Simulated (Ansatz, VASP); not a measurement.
MgS in VASP and in Ansatz

File POSCAR:

```
MgS
1.0
    0.0000000000      2.6016500000      2.6016500000
    2.6016500000      0.0000000000      2.6016500000
    2.6016500000      2.6016500000      0.0000000000
S Mg
1 1
Direct
    0.5000000000      0.5000000000      0.5000000000
    0.0000000000      0.0000000000      0.0000000000
```

The input INCAR.step1:

```
PREC     = Accurate       # precision mode
ENCUT    = 520            # plane-wave cutoff, eV
EDIFF    = 1E-5           # SCF threshold, eV
ISMEAR   = -1             # smearing method
SIGMA    = 0.05           # smearing width, eV
LREAL    = False          # projectors in reciprocal space
LASPH    = True           # aspherical terms in the spheres
NELM     = 80             # most SCF steps
ALGO     = Normal         # electronic algorithm
ISIF     = 2              # what is computed and relaxed
LWAVE    = True           # write WAVECAR
LCHARG   = False          # write CHGCAR
NBANDS   = 11             # bands
GGA      = PE             # functional
```

Contents of INCAR.step2:

```
PREC     = Accurate       # precision mode
ENCUT    = 520            # plane-wave cutoff, eV
EDIFF    = 1E-6           # SCF threshold, eV
ISMEAR   = -1             # smearing method
SIGMA    = 0.05           # smearing width, eV
LREAL    = False          # projectors in reciprocal space
LASPH    = True           # aspherical terms in the spheres
NELM     = 80             # most SCF steps
ALGO     = Normal         # electronic algorithm
ISIF     = 2              # what is computed and relaxed
LWAVE    = False          # write WAVECAR
LCHARG   = False          # write CHGCAR
GGA      = PE             # functional
LHFCALC  = True           # exact exchange
AEXX     = 0.25           # exact-exchange fraction
HFSCREEN = 0.3            # screening, 1/A
PRECFOCK = Normal       
NBANDS   = 11             # bands
ISTART   = 1
```

Contents of KPOINTS:

```
regular mesh
0
Gamma
  5 5 5
```

The input input:

```
crystal:
  lattice:
    - [0.0, 2.60165, 2.60165]
    - [2.60165, 0.0, 2.60165]
    - [2.60165, 2.60165, 0.0]
  atoms:
    - { symbol: S, position: [0.5, 0.5, 0.5] }
    - { symbol: Mg, position: [0.0, 0.0, 0.0] }
hamiltonian:
  xc: { exchange: pbe, correlation: pbe, exx: { coeff: 0.25, omega: 0.3 } }
  pseudopotentials: { kind: paw }
kpoints:
  mp_grid: { grid: [5, 5, 5] }
  band_path:
    path:
      - [[0.0, 0.0, 0.0], [0.5, 0.0, 0.5], [0.5, 0.25, 0.75], [0.375, 0.375, 0.75], [0.0, 0.0, 0.0], [0.5, 0.5, 0.5], [0.625, 0.25, 0.625], [0.5, 0.25, 0.75], [0.5, 0.5, 0.5], [0.375, 0.375, 0.75]]
      - [[0.625, 0.25, 0.625], [0.5, 0.0, 0.5]]
    npoints: 4
scf:
  occupations: { method: fermi_dirac, width: 0.05 }
  n_extra_bands: 6
output:
  forces: true
  stress: true
  eigenvalues: true
  fatbands: false
```

Alike in both runs: functional PBE-based screened hybrid with a share of 0.25 of exact exchange and HFSCREEN = 0.3; k mesh 5 × 5 × 5; occupations fermi-dirac, width 0.05 eV; no spin polarisation.

```csv
,VASP,Ansatz
version,VASP 6.6.1,Ansatz 0.2.0
potentials or method,"VASP PAW PBE potentials, release 64 (S, Mg)",Ansatz PAW
plane-wave cutoff (eV),520,420
valence electrons in the cell,8,16
task,single point,band structure
```

|  | VASP | Ansatz | Ansatz less VASP |
| --- | --- | --- | --- |
| gap on the k mesh at the Fermi level (eV) | 3.97 | 4.02 | +0.051 |
| pressure (GPa) | -0.5 | -0.2 | +0.31 |

VASP's potentials were made for PBE, not for PBE-based screened hybrid. VASP's potentials hold 8 valence electrons a cell and Ansatz's 16, so a difference there can come from the potentials and not from the codes.
